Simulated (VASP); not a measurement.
# Li33F32 (a cell with a defect) in VASP: single point with HSE06

Aim: the single point of Li33F32 (a cell with a defect) with HSE06.

Everything below comes from runs of VASP 6.6.1. Logs are shortened: lines on timing, memory, paths and dates and some standing lists are left out, and cuts for length are marked.

## (1) The cell of the first run

The cell holds a defect, 65 atoms: a = 8.015 Å, b = 8.015 Å, c = 8.015 Å, α = 90.00°, β = 90.00°, γ = 90.00°.

## (2) Single point, HSE06

File POSCAR:

```
Li33F32
1.0
    8.0151850000      0.0000000000      0.0000000000
    0.0000000000      8.0151850000      0.0000000000
    0.0000000000      0.0000000000      8.0151850000
F Li
32 33
Direct
    0.2492430000      0.0006730000      0.0002670000
    0.2510330000      0.9971460000      0.5013030000
    0.2510810000      0.5015790000      0.9967620000
    0.2499580000      0.5004340000      0.5000220000
    0.7500120000      0.0005060000      0.0001520000
    0.7502310000      0.0007210000      0.4993890000
    0.7501940000      0.4997490000      0.0002880000
    0.7466100000      0.5015680000      0.5012480000
    0.9985750000      0.2490590000      0.9970220000
    0.9999260000      0.2505680000      0.4995750000
    0.0004140000      0.7499770000      0.0003040000
    0.9984970000      0.7533810000      0.5012360000
    0.4995030000      0.2509040000      0.0002310000
    0.5029940000      0.2490530000      0.5013420000
    0.4996040000      0.7501200000      0.0001810000
    0.4995360000      0.7500270000      0.4993960000
    0.9984890000      0.9971840000      0.2487170000
    0.0003830000      0.0007470000      0.7495920000
    0.9997680000      0.5003100000      0.2499940000
    0.9985590000      0.5015240000      0.7530840000
    0.4995330000      0.0006320000      0.2505570000
    0.4996540000      0.0005400000      0.7497790000
    0.5030370000      0.5016260000      0.2486850000
    0.4995050000      0.4997430000      0.7496320000
    0.2502280000      0.2500500000      0.2499100000
    0.2509980000      0.2490450000      0.7531500000
    0.2510640000      0.7536610000      0.2487240000
    0.2492400000      0.7500040000      0.7496100000
    0.7464370000      0.2490600000      0.2486900000
    0.7502800000      0.2508920000      0.7496070000
    0.7501830000      0.7499830000      0.2505230000
    0.7500140000      0.7501620000      0.7498030000
    0.9991640000      0.9951700000      0.9948790000
    0.9984820000      0.9980060000      0.5012780000
    0.9984780000      0.5016640000      0.9976600000
    0.9712420000      0.5286230000      0.5284080000
    0.5003540000      0.9998210000      0.9994370000
    0.5051010000      0.9951470000      0.5006200000
    0.5051210000      0.5009180000      0.9946070000
    0.5021490000      0.5016720000      0.5013610000
    0.2511410000      0.2489620000      0.9977330000
    0.2784570000      0.2216370000      0.5286750000
    0.2504240000      0.7557190000      0.9945870000
    0.2511790000      0.7526550000      0.5013860000
    0.7446270000      0.2497040000      0.9947500000
    0.7474520000      0.2490110000      0.5013470000
    0.7492970000      0.7508620000      0.9994060000
    0.7447260000      0.7555070000      0.5006250000
    0.2512110000      0.9980990000      0.2485790000
    0.2504100000      0.9951790000      0.7551880000
    0.2787790000      0.5294970000      0.2210330000
    0.2511760000      0.5017150000      0.7522600000
    0.7445590000      0.9950930000      0.2493470000
    0.7493530000      0.9998390000      0.7504880000
    0.7474860000      0.5017180000      0.2485760000
    0.7446950000      0.5009470000      0.7551450000
    0.9708630000      0.2217700000      0.2217060000
    0.9985350000      0.2489550000      0.7523270000
    0.9984300000      0.7526360000      0.2486170000
    0.9991850000      0.7555180000      0.7551250000
    0.5020650000      0.2489980000      0.2485640000
    0.5050760000      0.2496930000      0.7552100000
    0.5051990000      0.7556800000      0.2494370000
    0.5003900000      0.7508790000      0.7504280000
    0.1253860000      0.3754330000      0.3745790000
```

File INCAR.step1:

```
SYSTEM = Li33F32
ALGO = Normal ; EDIFF = 1E-5
ENCUT = 650 ; GGA = PE
GGA_COMPAT = .False. ; ISIF = 2
ISMEAR = -1 ; ISYM = 0
LASPH = .True. ; LCHARG = .False.
LREAL = Auto ; LWAVE = .True.
NBANDS = 200 ; NCORE = 4
NELECT = 322.0 ; NELM = 120
PREC = Accurate ; SIGMA = 0.05
```

File INCAR.step2:

```
SYSTEM = Li33F32
ALGO = Normal ; EDIFF = 1E-6
ENCUT = 650 ; GGA = PE
GGA_COMPAT = .False. ; HFSCREEN = 0.2079
ISIF = 2 ; ISMEAR = -1
ISTART = 1 ; ISYM = 0
LASPH = .True. ; LCHARG = .False.
LHFCALC = .True. ; LREAL = Auto
LWAVE = .False. ; NBANDS = 200
NCORE = 4 ; NELECT = 322.0
NELM = 120 ; PREC = Accurate
PRECFOCK = Fast ; SIGMA = 0.05
```

File KPOINTS:

```
Automatic mesh
0
Gamma
  1 1 1
  0.25 0.25 0.25
```

Potentials or basis: VASP PAW PBE potentials, release 64 (F, Li_sv).

Launch:

```console
> cat potpaw_PBE.64/F/POTCAR potpaw_PBE.64/Li_sv/POTCAR > POTCAR
> cp INCAR.step1 INCAR
> mpirun -np 4 vasp_std > vasp.out
> cp INCAR.step2 INCAR
> mpirun -np 4 vasp_std > vasp.out
```

OUTCAR:

```text
SYSTEM = Li33F32
   EDIFF = 1E-6
   ENCUT = 650
   GGA = PE
   HFSCREEN = 0.2079
   ISIF = 2
   ISMEAR = -1
   ISTART = 1
   ISYM = 0
   LASPH = .True.
   LHFCALC = .True.
   LREAL = Auto
   NELECT = 322.0
   NELM = 120
   PREC = Accurate
   PRECFOCK = Fast

 ion  position               nearest neighbor table
   1  0.249  0.001  0.000-  43 1.96  50 1.96  41 1.99  49 1.99  33 2.01  37 2.01
   2  0.251  0.997  0.501-  42 1.83  44 1.96  34 2.02  49 2.03  50 2.04  38 2.04
   3  0.251  0.502  0.997-  51 1.83  52 1.96  35 2.02  41 2.02  39 2.04  43 2.04
   4  0.250  0.500  0.500-  65 1.74  40 2.02  44 2.02  52 2.02
   5  0.750  0.001  0.000-  33 2.00  53 2.00  45 2.00  47 2.00  37 2.00  54 2.00
   6  0.750  0.001  0.499-  38 1.97  48 1.97  34 1.99  46 1.99  53 2.01  54 2.01
   7  0.750  0.500  0.000-  39 1.96  56 1.97  35 1.99  55 1.99  45 2.01  47 2.01
   8  0.747  0.502  0.501-  36 1.83  40 1.96  46 2.02  55 2.03  56 2.04  48 2.04
   9  0.999  0.249  0.997-  57 1.83  58 1.96  41 2.02  35 2.02  33 2.04  45 2.04
  10  1.000  0.251  0.500-  65 1.74  46 2.02  34 2.02  58 2.03  57 2.25  36 2.25
  11  0.000  0.750  0.000-  60 1.97  33 1.97  35 1.99  59 1.99  43 2.00  47 2.01
  12  0.998  0.753  0.501-  36 1.83  34 1.96  59 2.02  44 2.03  48 2.03  60 2.04
  13  0.500  0.251  0.000-  62 1.96  45 1.97  61 1.99  41 1.99  39 2.00  37 2.01
  14  0.503  0.249  0.501-  42 1.83  46 1.96  40 2.02  61 2.03  62 2.03  38 2.04
  15  0.500  0.750  0.000-  43 2.00  39 2.00  63 2.00  47 2.00  37 2.00  64 2.00
  16  0.500  0.750  0.499-  38 1.97  48 1.97  40 1.99  44 1.99  63 2.00  64 2.01
  17  0.998  0.997  0.249-  57 1.83  59 1.96  34 2.02  49 2.03  33 2.03  53 2.04
  18  0.000  0.001  0.750-  60 1.97  33 1.97  58 1.99  34 1.99  50 2.01  54 2.01
  19  1.000  0.500  0.250-  65 1.74  55 2.02  59 2.02  35 2.02  36 2.25
  20  0.999  0.502  0.753-  36 1.83  35 1.96  58 2.02  52 2.02  56 2.03  60 2.04
  21  0.500  0.001  0.251-  63 1.96  53 1.96  49 1.99  61 1.99  38 2.01  37 2.01
  22  0.500  0.001  0.750-  62 2.00  38 2.00  50 2.00  37 2.00  64 2.00  54 2.00
  23  0.503  0.502  0.249-  51 1.82  55 1.96  61 2.02  40 2.03  63 2.04  39 2.04
  24  0.500  0.500  0.750-  39 1.96  56 1.97  40 1.99  52 1.99  62 2.01  64 2.01
  25  0.250  0.250  0.250-  65 1.73  61 2.02  49 2.02  41 2.02
  26  0.251  0.249  0.753-  42 1.83  41 1.96  58 2.02  52 2.03  50 2.03  62 2.04
  27  0.251  0.754  0.249-  51 1.82  49 1.96  59 2.02  44 2.03  63 2.04  43 2.04
  28  0.249  0.750  0.750-  43 1.96  50 1.97  44 1.99  52 1.99  60 2.01  64 2.01
  29  0.746  0.249  0.249-  57 1.82  61 1.96  46 2.03  55 2.03  45 2.04  53 2.04
  30  0.750  0.251  0.750-  45 1.97  62 1.97  58 1.99  46 1.99  56 2.01  54 2.01
  31  0.750  0.750  0.251-  63 1.96  53 1.97  59 1.99  55 1.99  48 2.01  47 2.01
  32  0.750  0.750  0.750-  60 2.00  48 2.00  56 2.00  47 2.00  64 2.00  54 2.00
  33  0.999  0.995  0.995-  11 1.97  18 1.97   5 2.00   1 2.01  17 2.03   9 2.04  57 2.58
  34  0.998  0.998  0.501-  12 1.96   6 1.99  18 1.99   2 2.02  17 2.02  10 2.02
  35  0.998  0.502  0.998-  20 1.96   7 1.99  11 1.99  19 2.02   3 2.02   9 2.02
  36  0.971  0.529  0.528-   8 1.83  20 1.83  12 1.83  65 2.13  10 2.25  19 2.25  56 2.58  48 2.58
                            60 2.58
  37  0.500  1.000  0.999-   5 2.00  22 2.00  15 2.00  13 2.01   1 2.01  21 2.01
  38  0.505  0.995  0.501-  16 1.97   6 1.97  22 2.00  21 2.01  14 2.04   2 2.04  42 2.58
  39  0.505  0.501  0.995-  24 1.96   7 1.96  15 2.00  13 2.00   3 2.04  23 2.04  51 2.58
  40  0.502  0.502  0.501-   8 1.96  24 1.99  16 1.99   4 2.02  14 2.02  23 2.03
  41  0.251  0.249  0.998-  26 1.96   1 1.99  13 1.99  25 2.02   9 2.02   3 2.02
[... 17 lines left out ...]
  58  0.999  0.249  0.752-   9 1.96  18 1.99  30 1.99  26 2.02  20 2.02  10 2.03
  59  0.998  0.753  0.249-  17 1.96  31 1.99  11 1.99  19 2.02  12 2.02  27 2.02
  60  0.999  0.756  0.755-  11 1.97  18 1.97  32 2.00  28 2.01  12 2.04  20 2.04  36 2.58
  61  0.502  0.249  0.249-  29 1.96  13 1.99  21 1.99  25 2.02  23 2.02  14 2.03
  62  0.505  0.250  0.755-  13 1.96  30 1.97  22 2.00  24 2.01  14 2.03  26 2.04  42 2.58
  63  0.505  0.756  0.249-  21 1.96  31 1.96  15 2.00  16 2.00  23 2.04  27 2.04  51 2.58
  64  0.500  0.751  0.750-  32 2.00  22 2.00  15 2.00  16 2.01  24 2.01  28 2.01
  65  0.125  0.375  0.375-  25 1.73   4 1.74  19 1.74  10 1.74  42 2.13  51 2.13  57 2.13  36 2.13

IMPORTANT INFORMATION: All symmetrisations will be switched off!
NOSYMM: (Re-)initialisation of all symmetry stuff for point group C_1.

----------------------------------------------------------------------------------------

                                     Primitive cell

  volume of cell :     514.9211

  direct lattice vectors                    reciprocal lattice vectors
[... 183 lines left out ...]
   PREC   = accura    normal or accurate (medium, high low for compatibility)
   ISTART =      1    job   : 0-new  1-cont  2-samecut
   ICHARG =      0    charge: 1-file 2-atom 10-const
   ISPIN  =      1    spin polarized calculation?
   LNONCOLLINEAR =      F non collinear calculations
   LSORBIT =      F    spin-orbit coupling
   LASPH  =      T    aspherical Exc in radial PAW
   ENCUT  =  650.0 eV  47.77 Ry    6.91 a.u.  16.66 16.66 16.66*2*pi/ulx,y,z
   NELM   =    120;   NELMIN=  2; NELMDL=  0     # of ELM steps
   EDIFF  = 0.1E-05   stopping-criterion for ELM
   LREAL  =      T    real-space projection
   EDIFFG = 0.1E-04   stopping-criterion for IOM
   NSW    =      0    number of steps for IOM
   IBRION =     -1    ionic relax: 0-MD 1-quasi-New 2-CG
   NFREE  =      0    steps in history (QN), initial steepest desc. (CG)
   ISIF   =      2    stress and relaxation
   ISYM   =      0    0-nonsym 1-usesym 2-fastsym
   POTIM  = 0.5000    time-step for ionic-motion
   TEBEG  =    0.0;   TEEND  =   0.0 temperature during run
   PSTRESS=    0.0 pullay stress
   NELECT =     322.0000    total number of electrons
   NUPDOWN=      -1.0000    fix difference up-down
   EMIN   =  10.00;   EMAX   =-10.00  energy-range for DOS
   EFERMI =   0.00;   METHOD = LEGACY
   ISMEAR =    -1;   SIGMA  =   0.05  broadening in eV -4-tet -1-fermi 0-gaus
   EFERMI_NEDOS =   21; number of points for ismear=-14 and -15
   IALGO  =     38    algorithm
   IMIX   =      1    mixing-type and parameters
     AMIX     =   0.40;   BMIX     =  1.00
     AMIX_MAG =   1.60;   BMIX_MAG =  1.00
  volume/ion in A,a.u.               =       7.92        53.46
  Fermi-wavevector in a.u.,A,eV,Ry     =   1.399952  2.645526 26.665602  1.959866
  Thomas-Fermi vector in A             =   2.522961
   LORBIT       =      0    0 simple, 1 ext, 2 COOP (PROOUT), +10 PAW based schemes
   GGA     = PE    functional components
   LHFCALC =     T    Hartree Fock is set to
   PRECFOCK=fast      Normal, Fast or Accurate (Low or Medium for compatibility)
   ENCUT4O =  -1.0   cutoff for four orbital integrals eV
   NKREDX  =     1    reduce k-point grid by
   NKREDY  =     1    reduce k-point grid by
   NKREDZ  =     1    reduce k-point grid by
   AEXX    =    0.2500 exact exchange contribution
   HFSCREEN=    0.2079 screening length (either q_TF or 0.3 A-1)
   HFSCREENC=   0.2079 screening length for correlation (either q_TF or 0.3 A-1)
   ENCUTFOCK=  -1.0 apply spherical cutoff to Coloumb kernel
   IVDW    =     0    specifies the selected vdW correction
   LEPSILON=     F    determine dielectric tensor
   LRPA    =     F    only Hartree local field effects (RPA)
 non-spin polarized calculation
  energy-cutoff  :      650.00
  volume of cell :      514.92
 maximum number of plane-waves:     19339
 NGX is ok and might be reduce to    70
  NGX = 36; NGY = 36; NGZ = 36

 number of electron     321.9999982 magnetization

 Free energy of the ion-electron system (eV)
  ---------------------------------------------------
  ext. energy  EPLUGINS =         0.00000000
  ---------------------------------------------------
  free energy    TOTEN  =      -369.88364711 eV

  energy without entropy =     -369.88364711  energy(sigma->0) =     -369.88364711

 E-fermi :  -1.2492     XC(G=0):  -8.2381

 val. band max:       -2.5917734979   @ k =   0.2500   0.2500   0.2500
 cond. band min:       9.3361776452   @ k =  -0.2500   0.2500   0.2500
 fundamental gap:     11.9279511432
 Fermi energy:        -1.2492033989

 k-point     1 :       0.2500    0.2500    0.2500
  band No.  band energies     occupation
      1     -46.0210      2.00000
      2     -45.8319      2.00000
      3     -45.8288      2.00000
      4     -45.8265      2.00000
      5     -45.7729      2.00000
      6     -45.3506      2.00000
[... 693 lines left out ...]
    172      11.3306      0.00000
    173      12.0402      0.00000
 [bands above 173 left out]

------------------------ aborting loop because EDIFF is reached ----------------------------------------

  FORCE on cell =-STRESS in cart. coord.  units (eV):
  Direction    XX          YY          ZZ          XY          YZ          ZX
  --------------------------------------------------------------------------------------
  -------------------------------------------------------------------------------------
  Total       -1.9894471     -2.0175846     -2.0347554      0.0152735     -0.0248884      0.0104251
  in kB       -6.1901666     -6.2777163     -6.3311433      0.0475236     -0.0774403      0.0324376
  external PRESSURE =      -6.2663421 kB  Pullay stress =       0.0000000 kB

 VOLUME and BASIS-vectors are now :
 -----------------------------------------------------------------------------
  energy-cutoff  :      650.00
  volume of cell :      514.92
      direct lattice vectors                 reciprocal lattice vectors
     8.015185000  0.000000000  0.000000000     0.124763184  0.000000000  0.000000000
     0.000000000  8.015185000  0.000000000     0.000000000  0.124763184  0.000000000
     0.000000000  0.000000000  8.015185000     0.000000000  0.000000000  0.124763184

 POSITION                                       TOTAL-FORCE (eV/Angst)
 -----------------------------------------------------------------------------------
      1.99773      0.00539      0.00214        -0.000646     -0.005977     -0.006206
      2.01208      7.99231      4.01804         0.005564      0.013762      0.004389
      2.01246      4.02025      7.98923         0.004828      0.005806      0.014685
      2.00346      4.01107      4.00777        -0.001670     -0.003586     -0.003914
      6.01148      0.00406      0.00122        -0.001041     -0.001000     -0.001123
      6.01324      0.00578      4.00270        -0.006990     -0.007228      0.001968
[... 57 lines left out ...]
      4.01072      6.01843      6.01482        -0.001696     -0.003513     -0.000435
      1.00499      3.00916      3.00232        -0.008736      0.003732      0.006105
 -----------------------------------------------------------------------------------
    total drift:                                0.013180     -0.006386     -0.007991

  FREE ENERGIE OF THE ION-ELECTRON SYSTEM (eV)
  ---------------------------------------------------
  free  energy   TOTEN  =      -369.8836471128 eV

  energy  without entropy=     -369.8836471128  energy(sigma->0) =     -369.88364711
```

Run time: 2.5 h. Hardware: 4 MPI ranks of Intel Xeon Platinum 8488C (Sapphire Rapids), shared host; peak memory 0.51 GiB.

Results:

| Item | Value |
| --- | --- |
| Free energy | -369.8836 eV |
| Largest force | 0.017 eV/Å |

Forces on the atoms (eV/Å):
```
F   -0.001 -0.006 -0.006
F    0.006  0.014  0.004
F    0.005  0.006  0.015
F   -0.002 -0.004 -0.004
F   -0.001 -0.001 -0.001
F   -0.007 -0.007  0.002
F   -0.007  0.002 -0.007
F    0.011  0.003  0.003
F   -0.007 -0.003  0.012
F    0.002  0.001  0.001
F   -0.002  0.008 -0.008
F   -0.001 -0.010  0.004
F    0.007  0.001 -0.007
F   -0.014 -0.004  0.004
F    0.001  0.001 -0.002
F    0.005  0.007  0.002
F   -0.004  0.013 -0.004
F   -0.001 -0.008  0.007
F    0.005 -0.001  0.000
F   -0.003  0.004 -0.009
F    0.006 -0.007  0.000
F    0.000 -0.001  0.001
F   -0.014  0.006 -0.005
F    0.007  0.002  0.007
F   -0.003  0.007  0.002
F    0.005 -0.004 -0.012
F    0.006 -0.014 -0.005
F   -0.005  0.007  0.004
F    0.015 -0.004 -0.002
F   -0.006  0.005  0.004
F   -0.004  0.007  0.006
F    0.000  0.002 -0.002
Li   0.000 -0.005 -0.007
Li  -0.007 -0.006  0.006
Li  -0.007  0.007 -0.006
Li  -0.004  0.007  0.008
Li   0.000  0.000  0.000
Li   0.005 -0.006 -0.001
Li   0.006  0.001 -0.005
Li   0.006  0.008  0.006
Li   0.002 -0.002 -0.005
Li   0.003 -0.003  0.008
Li  -0.001  0.002 -0.006
Li   0.002 -0.002  0.004
Li  -0.003  0.002 -0.008
Li   0.002 -0.002  0.005
Li   0.003 -0.003  0.001
Li   0.000 -0.001  0.002
Li   0.000 -0.006  0.000
Li  -0.001 -0.010  0.003
Li   0.001  0.001  0.001
Li   0.002  0.005 -0.002
Li  -0.002 -0.007  0.001
Li   0.003  0.001 -0.002
Li   0.001  0.005 -0.001
Li   0.000  0.002  0.000
Li  -0.004 -0.008 -0.009
Li  -0.007  0.000 -0.001
Li  -0.005 -0.002 -0.001
Li  -0.003 -0.001 -0.001
Li   0.005 -0.002  0.000
Li   0.007  0.002  0.002
Li   0.006  0.002  0.000
Li  -0.002 -0.004  0.000
Li  -0.009  0.004  0.006
```

Caveat: the cell carries a net charge on a neutralising background, which shifts energy and pressure; the cell is charged against a uniform background, so pressure and absolute levels hang on convention; the PAW data sets were made with another functional, which shifts forces and pressure a little.
